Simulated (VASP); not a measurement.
Input of a VASP 6.6.1 run:

File INCAR:

```
ALGO = Normal ; EDIFF = 1E-6
EDIFFG = -0.04 ; ENCUT = 600
GGA = PE ; IBRION = 2
ISIF = 3 ; ISMEAR = 0
LASPH = True ; LCHARG = False
LREAL = False ; LWAVE = False
NELM = 80 ; NSW = 90
PREC = Accurate ; SIGMA = 0.1
```

Contents of KPOINTS:

```
k-points
0
Gamma
  8 8 10
```

Contents of POSCAR:

```
Be
1.0
    2.1043810900      0.0000000000      0.0000000000
    0.0000000000      2.1043810900      0.0000000000
    0.0000000000      0.0000000000      1.7249725000
Be
1
Direct
    0.0000000000      0.0000000000      0.5000000000
```

Potentials or basis: VASP PAW PBE potentials, release 64 (Be).

The run is started by

```console
$ cat potpaw_PBE.64/Be/POTCAR > POTCAR
$ mpirun -np 1 vasp_std > vasp.out
```

Q: Estimate the relaxed volume.

A: 10.11 Å³/atom.

Q: Predict the space group after relaxing (to 0.05 Å).

A: P4/mmm (No. 123).

Final structure:
```
CELL_PARAMETERS angstrom
2.14378 0.00000 0.00000
0.00000 2.14378 0.00000
0.00000 0.00000 2.19969
ATOMIC_POSITIONS crystal
Be 0.00000 0.00000 0.50000
```

Caveat: the k points lie up to 0.37 Å⁻¹ apart in the final cell; the volume moved by over 15 % at a fixed basis, so the end points are rough.
